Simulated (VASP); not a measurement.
Input of a VASP 6.6.1 run:

The input INCAR:

```
PREC = Accurate
ENCUT = 520
EDIFF = 1E-7
ISMEAR = 0
SIGMA = 0.05
LREAL = False
LASPH = True
NELM = 100
ALGO = Normal
ISIF = 2
LWAVE = False
LCHARG = False
LDIPOL = True
IDIPOL = 3
DIPOL = 0.5 0.5 0.500
GGA = PE
IVDW = 12
NBANDS = 20
```

KPOINTS

```
Automatic mesh
0
Gamma
  12 12 1
```

POSCAR

```
WS2
1.0
    3.1829541700      0.0000000000      0.0000000000
   -1.5914770800      2.7565191700      0.0000000000
    0.0000000000      0.0000000000     23.1191467855
S W
2 1
Direct
    0.6666666700      0.3333333400      0.4325419140
    0.6666666700      0.3333333400      0.5674580860
    0.3333333300      0.6666666600      0.4999893213
```

Potentials or basis: VASP PAW PBE potentials, release 64 (S, W_sv).

The run is started by

```bash
$ cat potpaw_PBE.64/S/POTCAR potpaw_PBE.64/W_sv/POTCAR > POTCAR
$ mpirun -np 1 vasp_std > vasp.out
```

Problem. Predict the largest force.

Solution. 0.170 eV/Å.

Problem. Estimate the dispersion energy per atom.

Solution. -0.306 eV.

Problem. Predict the band gap on the k mesh.

Solution. 1.80 eV, direct.

Forces in eV/Å, atoms in the order of the input:
```
S    0.000  0.000 -0.170
S    0.000  0.000  0.162
W    0.000  0.000  0.008
```

Caveat: spin-orbit coupling is left out, which moves the levels of the heavy elements.
